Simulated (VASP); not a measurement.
Input of a VASP 6.6.1 run:

The input INCAR:

```
SYSTEM = HfN
  PREC = Accurate
  ENCUT = 600
  EDIFF = 1E-7
  ISMEAR = 1
  SIGMA = 0.1
  LREAL = .FALSE.
  LASPH = .TRUE.
  NELM = 100
  ALGO = Normal
  ISIF = 3
  LWAVE = .FALSE.
  LCHARG = .FALSE.
  GGA = PS
  IBRION = 2
  NSW = 60
  EDIFFG = -0.02
  PSTRESS = 100.0
```

The input KPOINTS:

```
Automatic mesh
0
G
  9 9 9
  0 0 0
```

The input POSCAR:

```
HfN
1.0
    0.0000000000      2.4548220000      2.4548220000
    2.4548220000      0.0000000000      2.4548220000
    2.4548220000      2.4548220000      0.0000000000
Hf N
1 1
Direct
    0.0000000000      0.0000000000      0.0000000000
    0.7500000000      0.7500000000      0.7500000000
```

Potentials or basis: VASP PAW PBE potentials, release 64 (Hf_pv, N).

Launch:

```console
$ cat potpaw_PBE.64/Hf_pv/POTCAR potpaw_PBE.64/N/POTCAR > POTCAR
$ mpirun -np 1 vasp_std > vasp.out
```

(1) Predict the space group after relaxing (to 0.05 Å).

(2) Predict the relaxed cell.

Answers

(1) F-43m (No. 216).

(2) a = 3.387 Å, b = 3.387 Å, c = 3.387 Å, α = 60.00°, β = 60.00°, γ = 60.00°.
